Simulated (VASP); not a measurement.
# ZnS (F-43m) in VASP: a series of runs, part 2 of 2

VASP 6.6.1.

### 3 Single point, HSE06 (strain +4.0%)

POSCAR reads:

```
ZnS
1.0
    0.0000000000      2.8018492667      2.8018492667
    2.8018492667      0.0000000000      2.8018492667
    2.8018492667      2.8018492667      0.0000000000
Zn S
1 1
Direct
    0.0000000000      0.0000000000      0.0000000000
    0.2500000000      0.2500000000      0.2500000000
```

INCAR.step1 reads:

```
SYSTEM = ZnS
PREC = Accurate ; ENCUT = 520
EDIFF = 1E-5 ; ISMEAR = 0
SIGMA = 0.01 ; LREAL = .False.
LASPH = .True. ; NELM = 80
ALGO = Normal ; ISIF = 2
LWAVE = .True. ; NBANDS = 16
GGA = PE
```

INCAR.step2 reads:

```
SYSTEM = ZnS
PREC = Accurate ; ENCUT = 520
EDIFF = 1E-7 ; ISMEAR = 0
SIGMA = 0.01 ; LREAL = .False.
LASPH = .True. ; NELM = 80
ALGO = Normal ; ISIF = 2
LWAVE = .False. ; LCHARG = .True.
GGA = PE ; LHFCALC = .True.
HFSCREEN = 0.2079 ; PRECFOCK = Normal
LELF = .True. ; LVHAR = .True.
NBANDS = 16 ; ISTART = 1
```

KPOINTS reads:

```
regular mesh
0
Gamma
  6 6 6
  0 0 0
```

Potentials or basis: VASP PAW PBE potentials, release 64 (Zn, S).

Run with:

```console
> cat potpaw_PBE.64/Zn/POTCAR potpaw_PBE.64/S/POTCAR > POTCAR
> cp INCAR.step1 INCAR
> mpirun -np 1 vasp_std > vasp.out
> cp INCAR.step2 INCAR
> mpirun -np 1 vasp_std > vasp.out
```

OUTCAR:

```text
SYSTEM = ZnS
   PREC = Accurate
   ENCUT = 520
   EDIFF = 1E-7
   ISMEAR = 0
   LREAL = .False.
   LASPH = .True.
   NELM = 80
   ISIF = 2
   GGA = PE
   LHFCALC = .True.
   HFSCREEN = 0.2079
   PRECFOCK = Normal
   ISTART = 1

 ion  position               nearest neighbor table
   1  0.000  0.000  0.000-   2 2.43   2 2.43   2 2.43   2 2.43
   2  0.250  0.250  0.250-   1 2.43   1 2.43   1 2.43   1 2.43

  LATTYP: Found a face centered cubic cell.
 ALAT       =     5.6036985334

  Lattice vectors:

 A1 = (   0.0000000000,   2.8018492667,   2.8018492667)
 A2 = (   2.8018492667,   0.0000000000,   2.8018492667)
 A3 = (   2.8018492667,   2.8018492667,   0.0000000000)

Analysis of symmetry for initial positions (statically):
=====================================================================
 Subroutine PRICEL returns:
 Original cell was already a primitive cell.

 Routine SETGRP: Setting up the symmetry group for a
 face centered cubic supercell.

 Subroutine GETGRP returns: Found 24 space group operations
 (whereof 24 operations were pure point group operations)
 out of a pool of 48 trial point group operations.

[... 159 lines left out ...]

  energy without entropy =       -8.29351665  energy(sigma->0) =       -8.29351665

 E-fermi :   0.5818     XC(G=0):  -7.5782

 val. band max:        0.4605678201   @ k =   0.0000   0.0000   0.0000
 cond. band min:       3.2727878154   @ k =   0.0000   0.0000   0.0000
 fundamental gap:      2.8122199953
 Fermi energy:         0.5818137990

 k-point     1 :       0.0000    0.0000    0.0000
  band No.  band energies     occupation
      1     -13.1357      2.00000
      2      -7.0928      2.00000
      3      -7.0928      2.00000
      4      -7.0928      2.00000
      5      -6.7593      2.00000
      6      -6.7593      2.00000
[... 281 lines left out ...]
      3      -6.9062      2.00000
      4      -6.8232      2.00000
      5      -6.7395      2.00000
      6      -6.4501      2.00000
[... 8 lines left out ...]
     15      15.5959      0.00000
     16      16.2170      0.00000

------------------------ aborting loop because EDIFF is reached ----------------------------------------

  FORCE on cell =-STRESS in cart. coord.  units (eV):
  Direction    XX          YY          ZZ          XY          YZ          ZX
  --------------------------------------------------------------------------------------
  -------------------------------------------------------------------------------------
  Total       -1.6160566     -1.6160566     -1.6160566      0.0000000      0.0000000      0.0000000
  in kB      -58.8576404    -58.8576404    -58.8576404      0.0000000      0.0000000      0.0000000
  external PRESSURE =     -58.8576404 kB  Pullay stress =       0.0000000 kB

 VOLUME and BASIS-vectors are now :
 -----------------------------------------------------------------------------
  energy-cutoff  :      520.00
  volume of cell :       43.99
      direct lattice vectors                 reciprocal lattice vectors
     0.000000000  2.801849267  2.801849267    -0.178453568  0.178453568  0.178453568
     2.801849267  0.000000000  2.801849267     0.178453568 -0.178453568  0.178453568
     2.801849267  2.801849267  0.000000000     0.178453568  0.178453568 -0.178453568

 POSITION                                       TOTAL-FORCE (eV/Angst)
 -----------------------------------------------------------------------------------
      0.00000      0.00000      0.00000        -0.000000     -0.000000     -0.000000
      1.40092      1.40092      1.40092         0.000000      0.000000      0.000000
 -----------------------------------------------------------------------------------
    total drift:                                0.000019      0.000016      0.000011

  FREE ENERGIE OF THE ION-ELECTRON SYSTEM (eV)
  ---------------------------------------------------
  free  energy   TOTEN  =        -8.2935166521 eV

  energy  without entropy=       -8.2935166521  energy(sigma->0) =       -8.29351665
```

OSZICAR.step1:

```text
N       E                     dE             d eps       ncg     rms          rms(c)
DAV:   1     0.893395142568E+02    0.89340E+02   -0.87508E+03   520   0.131E+03
DAV:   2    -0.126743526792E+01   -0.90607E+02   -0.84533E+02   584   0.262E+02
DAV:   3    -0.716257394923E+01   -0.58951E+01   -0.58732E+01   656   0.642E+01
DAV:   4    -0.722730803152E+01   -0.64734E-01   -0.64722E-01   616   0.692E+00
DAV:   5    -0.722815466486E+01   -0.84663E-03   -0.84661E-03   656   0.729E-01    0.567E+00
DAV:   6    -0.680915901911E+01    0.41900E+00   -0.75391E-01   776   0.283E+01    0.451E+00
DAV:   7    -0.679189275966E+01    0.17266E-01   -0.21683E-01   568   0.403E+00    0.236E+00
DAV:   8    -0.679112745673E+01    0.76530E-03   -0.47069E-03   632   0.627E-01    0.580E-01
DAV:   9    -0.679146087163E+01   -0.33341E-03   -0.10014E-03   592   0.251E-01    0.116E-01
DAV:  10    -0.679164238610E+01   -0.18151E-03   -0.17241E-04   632   0.125E-01    0.471E-02
DAV:  11    -0.679164809622E+01   -0.57101E-05   -0.33311E-05   616   0.863E-02
   1 F= -.67916481E+01 E0= -.67916481E+01  d E =-.229391E-43
```

Run time: 49 min. Hardware: 1 thread of Intel Xeon Platinum 8375C at 2.90GHz (Ice Lake), shared host; peak memory 0.29 GiB.

Results:

| Property | Result |
| --- | --- |
| Free energy | -8.2935 eV |
| Pressure | -5.9 GPa |
| Band gap on the k mesh | 2.81 eV |

Levels at points of the mesh, in eV from the valence-band top:
```
           k point  band 5  band 6  band 7  band 8  band 9  band 10  band 11  band 12  band 13  band 14
(0.00, 0.00, 0.00)   -7.22   -7.22    0.00    0.00    0.00     2.81     7.69     7.69     7.69    12.70
(0.50, 0.00, 0.00)   -7.20   -7.03   -4.88   -0.76   -0.76     4.28     8.18     8.18     9.75    13.04
(0.50, 0.50, 0.00)   -7.17   -7.00   -4.48   -1.96   -1.96     4.58     5.20    11.72    12.88    12.88
```

Caveat: the cell differs from its parent crystal (strain +4.0%); the cell stands under tension; the PAW data sets were made with another functional, which shifts forces and pressure a little.
